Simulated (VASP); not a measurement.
# Cu in VASP: single point with PBE

Aim: the single point of Cu with PBE.

All numbers are computed with VASP 6.6.1; they aren't measurements. Logs are shortened: lines on timing, memory, paths and dates and some standing lists are left out, and cuts for length are marked.

## Step 1: The cell of the first run

The cell holds a slab with vacuum, 13 atoms: a = 5.105 Å, b = 5.105 Å, c = 16.168 Å, α = 90.00°, β = 90.00°, γ = 60.00°.

## Step 2: Single point, PBE

Contents of INCAR:

```
SYSTEM = Cu
PREC     = Accurate       ! precision mode
ENCUT    = 520            ! plane-wave cutoff, eV
EDIFF    = 1E-7           ! SCF threshold, eV
ISMEAR   = 0              ! smearing method
SIGMA    = 0.15           ! smearing width, eV
LREAL    = .FALSE.        ! projectors in reciprocal space
LASPH    = .TRUE.         ! aspherical terms in the spheres
NELM     = 80             ! most SCF steps
ALGO     = Normal         ! electronic algorithm
ISIF     = 2              ! what is computed and relaxed
LWAVE    = .FALSE.        ! write WAVECAR
LCHARG   = .FALSE.        ! write CHGCAR
GGA      = PE             ! functional
NBANDS   = 84             ! bands
```

Contents of KPOINTS:

```
Automatic mesh
0
G
  4 4 1
  0 0 0
```

Contents of POSCAR:

```
Cu
1.0
    5.1053110000      0.0000000000      0.0000000000
    2.5526550000      4.4213290000      0.0000000000
    0.0000000000      0.0000000000     16.1684690000
Cu
13
Direct
    0.1666667000      0.1666667000      0.0618488000
    0.6666667000      0.1666667000      0.0618488000
    0.1666667000      0.6666667000      0.0618488000
    0.6666667000      0.6666667000      0.0618488000
   -0.1658523517      0.3343863059      0.1914114954
    0.3318080043      0.3344089147      0.1914054613
   -0.1658070930      0.8320022308      0.1913944522
    0.3333783839      0.8335302231      0.1882480713
   -0.0034791943      0.0021896345      0.3180805191
    0.5019504542      0.0022662315      0.3180053193
    0.0000801532      0.5003381240      0.3256578572
    0.5018112694      0.4969626261      0.3181504158
    0.3334724941      0.8345767905      0.4334851094
```

Potentials or basis: VASP PAW PBE potentials, release 64 (Cu).

The run is started by

```
$ cat potpaw_PBE.64/Cu/POTCAR > POTCAR
$ mpirun -np 1 vasp_std > vasp.out
```

OUTCAR:

```text
SYSTEM = Cu
   PREC = Accurate
   ENCUT = 520
   EDIFF = 1E-7
   ISMEAR = 0
   LREAL = .FALSE.
   LASPH = .TRUE.
   NELM = 80
   ISIF = 2
   GGA = PE

 ion  position               nearest neighbor table
   1  0.167  0.167  0.062-   8 2.52   3 2.55   3 2.55   2 2.55   2 2.55   4 2.55   4 2.55   5 2.56
                             6 2.56
   2  0.667  0.167  0.062-   4 2.55   4 2.55   1 2.55   1 2.55   3 2.55   3 2.55   7 2.56   6 2.57
                             5 2.57
   3  0.167  0.667  0.062-   8 2.52   1 2.55   1 2.55   4 2.55   4 2.55   2 2.55   2 2.55   6 2.56
                             7 2.56
   4  0.667  0.667  0.062-   8 2.52   2 2.55   2 2.55   3 2.55   3 2.55   1 2.55   1 2.55   5 2.56
                             7 2.56
   5  0.834  0.334  0.191-   9 2.52  12 2.52   7 2.54   6 2.54   8 2.55   8 2.55   4 2.56   1 2.56
                             6 2.56   7 2.56   2 2.57  11 2.62
   6  0.332  0.334  0.191-  10 2.52  12 2.52   7 2.54   5 2.54   8 2.55   8 2.55   3 2.56   1 2.56
                             5 2.56   7 2.56   2 2.57  11 2.62
   7  0.834  0.832  0.191-  10 2.52   9 2.52   6 2.54   5 2.54   8 2.55   8 2.55   3 2.56   4 2.56
                             2 2.56   5 2.56   6 2.56  11 2.62
   8  0.333  0.834  0.188-   1 2.52   4 2.52   3 2.52   6 2.55   7 2.55   5 2.55   5 2.55   7 2.55
                             6 2.55   9 2.57  10 2.57  12 2.57
   9  0.997  0.002  0.318-  13 2.39   5 2.52   7 2.52  10 2.52  12 2.53  11 2.56  11 2.56   8 2.57
                            12 2.58  10 2.58
  10  0.502  0.002  0.318-  13 2.39   6 2.52   7 2.52   9 2.52  12 2.53  11 2.56  11 2.56   8 2.57
                            12 2.58   9 2.58
  11  0.000  0.500  0.326-   9 2.56  12 2.56  10 2.56  12 2.56  10 2.56   9 2.56   7 2.62   6 2.62
                             5 2.62
  12  0.502  0.497  0.318-  13 2.39   5 2.52   6 2.52  10 2.53   9 2.53  11 2.56  11 2.56   8 2.57
                             9 2.58  10 2.58
  13  0.333  0.835  0.433-  10 2.39   9 2.39  12 2.39

  LATTYP: Found a hexagonal cell.
 ALAT       =     5.1053107325
 C/A-ratio  =     3.1669901887

  Lattice vectors:

 A1 = (  -2.5526550000,  -4.4213290000,   0.0000000000)
 A2 = (   5.1053110000,   0.0000000000,   0.0000000000)
 A3 = (   0.0000000000,   0.0000000000,  16.1684690000)

Analysis of symmetry for initial positions (statically):
=====================================================================
 Subroutine PRICEL returns:
 Original cell was already a primitive cell.

 Routine SETGRP: Setting up the symmetry group for a
 hexagonal supercell.

 Subroutine GETGRP returns: Found  1 space group operations
 (whereof  1 operations were pure point group operations)
 out of a pool of 24 trial point group operations.

The static configuration has the point symmetry C_1 .

Analysis of symmetry for dynamics (positions and initial velocities):
=====================================================================
 Subroutine PRICEL returns:
 Original cell was already a primitive cell.

 Routine SETGRP: Setting up the symmetry group for a
 hexagonal supercell.

 Subroutine GETGRP returns: Found  1 space group operations
 (whereof  1 operations were pure point group operations)
 out of a pool of 24 trial point group operations.

The dynamic configuration has the point symmetry C_1 .

 Subroutine INISYM returns: Found  1 space group operations
 (whereof  1 operations are pure point group operations),
 and found     1 'primitive' translations

----------------------------------------------------------------------------------------

                                     Primitive cell

  volume of cell :     364.9589

  direct lattice vectors                    reciprocal lattice vectors
     5.105311000  0.000000000  0.000000000     0.195874453 -0.113088147  0.000000000
     2.552655000  4.421329000  0.000000000     0.000000000  0.226176337  0.000000000
     0.000000000  0.000000000 16.168469000     0.000000000  0.000000000  0.061848775

  length of vectors
     5.105311000  5.105310732 16.168469000     0.226176326  0.226176337  0.061848775

  position of ions in fractional coordinates (direct lattice)
     0.166666700  0.166666700  0.061848800
     0.666666700  0.166666700  0.061848800
     0.166666700  0.666666700  0.061848800
[... 39 lines left out ...]
     0.000000000  0.056544084  0.000000000     0.000000000  0.250000000  0.000000000
     0.000000000  0.000000000  0.061848775     0.000000000  0.000000000  1.000000000

  Length of vectors
     0.056544081  0.056544084  0.061848775

  Shift w.r.t. Gamma in fractional coordinates (k-lattice)
     0.000000000  0.000000000  0.000000000

 Subroutine IBZKPT returns following result:
 ===========================================

 Found     10 irreducible k-points:

 Following reciprocal coordinates:
            Coordinates               Weight
  0.000000  0.000000  0.000000      1.000000
  0.250000 -0.000000  0.000000      2.000000
  0.250000  0.250000  0.000000      2.000000
  0.000000  0.250000  0.000000      2.000000
  0.500000 -0.000000  0.000000      1.000000
  0.500000  0.500000  0.000000      1.000000
  0.000000  0.500000  0.000000      1.000000
  0.500000  0.250000  0.000000      2.000000
  0.250000  0.500000  0.000000      2.000000
 -0.250000  0.250000  0.000000      2.000000
   k-points           NKPTS =     10   k-points in BZ     NKDIM =     10   number of bands    NBANDS=     84
   number of dos      NEDOS =    301   number of ions     NIONS =     13
   total plane-waves  NPLWV = 192000
   dimension x,y,z NGX =    40 NGY =   40 NGZ =  120
   dimension x,y,z NGXF=    80 NGYF=   80 NGZF=  240
   ions per type =              13
   NGX,Y,Z   is equivalent  to a cutoff of  13.03, 13.03, 12.34 a.u.
   NGXF,Y,Z  is equivalent  to a cutoff of  26.05, 26.05, 24.68 a.u.
 SYSTEM =  Cu
   PREC   = accura    normal or accurate (medium, high low for compatibility)
   ISTART =      0    job   : 0-new  1-cont  2-samecut
   ICHARG =      2    charge: 1-file 2-atom 10-const
   ISPIN  =      1    spin polarized calculation?
   LNONCOLLINEAR =      F non collinear calculations
   LSORBIT =      F    spin-orbit coupling
   LASPH  =      T    aspherical Exc in radial PAW
   ENCUT  =  520.0 eV  38.22 Ry    6.18 a.u.   9.49  9.49 30.06*2*pi/ulx,y,z
   NELM   =     80;   NELMIN=  2; NELMDL= -5     # of ELM steps
   EDIFF  = 0.1E-06   stopping-criterion for ELM
   LREAL  =      F    real-space projection
   EDIFFG = 0.1E-05   stopping-criterion for IOM
   NSW    =      0    number of steps for IOM
   IBRION =     -1    ionic relax: 0-MD 1-quasi-New 2-CG
   NFREE  =      0    steps in history (QN), initial steepest desc. (CG)
   ISIF   =      2    stress and relaxation
   ISYM   =      2    0-nonsym 1-usesym 2-fastsym
   POTIM  = 0.5000    time-step for ionic-motion
   TEBEG  =    0.0;   TEEND  =   0.0 temperature during run
   PSTRESS=    0.0 pullay stress
   NELECT =     143.0000    total number of electrons
   NUPDOWN=      -1.0000    fix difference up-down
   EMIN   =  10.00;   EMAX   =-10.00  energy-range for DOS
   EFERMI =   0.00;   METHOD = LEGACY
   ISMEAR =     0;   SIGMA  =   0.15  broadening in eV -4-tet -1-fermi 0-gaus
   EFERMI_NEDOS =   21; number of points for ismear=-14 and -15
   IALGO  =     38    algorithm
   IMIX   =      4    mixing-type and parameters
     AMIX     =   0.40;   BMIX     =  1.00
     AMIX_MAG =   1.60;   BMIX_MAG =  1.00
  volume/ion in A,a.u.               =      28.07       189.45
  Fermi-wavevector in a.u.,A,eV,Ry     =   1.197950  2.263798 19.525522  1.435085
  Thomas-Fermi vector in A             =   2.333852
   LORBIT       =      0    0 simple, 1 ext, 2 COOP (PROOUT), +10 PAW based schemes
   GGA     = PE    functional components
   LHFCALC =     F    Hartree Fock is set to
   AEXX    =    0.0000 exact exchange contribution
   IVDW    =     0    specifies the selected vdW correction
   LEPSILON=     F    determine dielectric tensor
   LRPA    =     F    only Hartree local field effects (RPA)
 non-spin polarized calculation
 Gauss-broadening in eV      SIGMA  =   0.15
  energy-cutoff  :      520.00
  volume of cell :      364.96
 maximum number of plane-waves:      9889
 NGX is ok and might be reduce to    40
   NGX = 19   NGY = 19   NGZ = 61

 number of electron     142.9999980 magnetization

 Free energy of the ion-electron system (eV)
  ---------------------------------------------------
  ext. energy  EPLUGINS =         0.00000000
  ---------------------------------------------------
  free energy    TOTEN  =       -43.84707245 eV

  energy without entropy =      -43.72495944  energy(sigma->0) =      -43.78601595

 E-fermi :   0.7718     XC(G=0):  -6.5834

 val. band max:        0.7550847017   @ k =   0.0000   0.5000   0.0000
 cond. band min:       0.8227478608   @ k =   0.0000   0.0000   0.0000
 fundamental gap:      0.0676631591
 Fermi energy:         0.7717848014

 k-point     1 :       0.0000    0.0000    0.0000
  band No.  band energies     occupation
      1      -7.8946      2.00000
      2      -6.0864      2.00000
      3      -4.5233      2.00000
      4      -3.9665      2.00000
      5      -3.9661      2.00000
      6      -3.9585      2.00000
[... 849 lines left out ...]
     82       5.8979      0.00000
     83       6.0524      0.00000
 [bands above 83 left out]

------------------------ aborting loop because EDIFF is reached ----------------------------------------

  FORCE on cell =-STRESS in cart. coord.  units (eV):
  Direction    XX          YY          ZZ          XY          YZ          ZX
  --------------------------------------------------------------------------------------
  -------------------------------------------------------------------------------------
  Total       -1.8072046     -1.8159192      0.2968398      0.0026575     -0.0141341     -0.0109573
  in kB       -7.9336672     -7.9719245      1.3031333      0.0116663     -0.0620488     -0.0481027
  external PRESSURE =      -4.8674861 kB  Pullay stress =       0.0000000 kB

 VOLUME and BASIS-vectors are now :
 -----------------------------------------------------------------------------
  energy-cutoff  :      520.00
  volume of cell :      364.96
      direct lattice vectors                 reciprocal lattice vectors
     5.105311000  0.000000000  0.000000000     0.195874453 -0.113088147  0.000000000
     2.552655000  4.421329000  0.000000000     0.000000000  0.226176337  0.000000000
     0.000000000  0.000000000 16.168469000     0.000000000  0.000000000  0.061848775

 POSITION                                       TOTAL-FORCE (eV/Angst)
 -----------------------------------------------------------------------------------
      1.27633      0.73689      1.00000         0.000514     -0.008482     -0.021464
      3.82898      0.73689      1.00000         0.000478      0.000683     -0.025093
      2.55266      2.94755      1.00000         0.008778      0.005326     -0.022481
      5.10531      2.94755      1.00000        -0.007571      0.005224     -0.022030
      5.11216      1.47843      3.09483         0.000977      0.000292      0.003993
      2.54761      1.47853      3.09473        -0.001617      0.000365      0.003367
      6.38263      3.67856      3.09456        -0.000266     -0.001934      0.003103
      3.82972      3.68531      3.04368         0.000684      0.001082     -0.003047
      5.09314      0.00968      5.14288        -0.006639      0.002566      0.006831
      2.56840      0.01002      5.14166         0.005889      0.002960      0.007652
      1.27760      2.21216      5.26539         0.000343      0.000461      0.020262
      3.83048      2.19724      5.14401        -0.000738     -0.007301      0.005754
      3.83287      3.68994      7.00879        -0.000831     -0.001240      0.043154
 -----------------------------------------------------------------------------------
    total drift:                                0.000433      0.000435     -0.002805

  FREE ENERGIE OF THE ION-ELECTRON SYSTEM (eV)
  ---------------------------------------------------
  free  energy   TOTEN  =       -43.8470724540 eV

  energy  without entropy=      -43.7249594424  energy(sigma->0) =      -43.78601595
```

It took 44 min on 1 thread of AMD EPYC, shared host; peak memory 0.55 GiB.

Results:

```yaml
Free_energy: -43.8471 eV
Largest_force: 0.043 eV/Å
Band_gap_on_the_k_mesh: zero (an odd number of electrons rules out a gap without spin polarisation)
```

Forces on the atoms (eV/Å):
```
Cu   0.001 -0.008 -0.021
Cu   0.000  0.001 -0.025
Cu   0.009  0.005 -0.022
Cu  -0.008  0.005 -0.022
Cu   0.001  0.000  0.004
Cu  -0.002  0.000  0.003
Cu   0.000 -0.002  0.003
Cu   0.001  0.001 -0.003
Cu  -0.007  0.003  0.007
Cu   0.006  0.003  0.008
Cu   0.000  0.000  0.020
Cu  -0.001 -0.007  0.006
Cu  -0.001 -0.001  0.043
```

Caveat: there is no dipole correction, which matters where the two faces differ.

The gap in the log of VASP goes by the Fermi energy; the results here count the filled bands.